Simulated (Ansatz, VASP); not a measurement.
# One calculation of H2Os3, two programs

```xyz
10
Lattice="2.7986 0.0092 0.2897 0.0155 4.8693 -0.2918 0.6929 -0.3943 7.0496" Properties=species:S:1:pos:R:3 pbc="T T T"
H     1.2806    0.8861    1.2993
H     2.6876    3.3254    1.2983
H     2.2238    0.3524    5.8752
H     3.6307    2.7910    5.8746
Os    1.1626    2.5798    2.3802
Os   -0.2289    5.0099    2.0894
Os    2.3389    1.9003    4.7075
Os    0.9318   -0.5391    4.7086
Os    2.8018    1.6360    0.2195
Os    2.1032    3.6719    6.9782
```

Change from the starting cell: cell x2, atoms moved at random (sigma 0.1 Å) and cell strained at random (1.5 %), then relaxed without symmetry.

Alike in both runs: functional PBE; k mesh 8 × 4 × 4; occupations gaussian, width 0.2 eV; no spin polarisation.

Ansatz relaxed the structure, and its values are those at the end. VASP's run is a single point on that final structure, the one shown.

|  | VASP | Ansatz |
| --- | --- | --- |
| version | VASP 6.6.1 | Ansatz 0.2.0 |
| potentials or method | VASP PAW PBE potentials, release 64 (H, Os), cutoff 520 eV | scalar-relativistic, plane waves, PAW |
| valence electrons in the cell | 52 | 100 |

```csv
,VASP,Ansatz,Ansatz less VASP
gap on the k mesh at the Fermi level (eV),none,none,-
pressure (GPa),0.6,0.0,-0.60
rms of the force components (eV/Å),0.023,0.003,-0.0198
```

A gap of «none» marks a metal or a gap that the smearing closes. With one functional, cell and mesh, what is left measures potentials, basis and numerics. VASP's potentials hold 52 valence electrons a cell and Ansatz's 100, so a difference there can come from the potentials and not from the codes.

Spin-orbit coupling is off throughout.
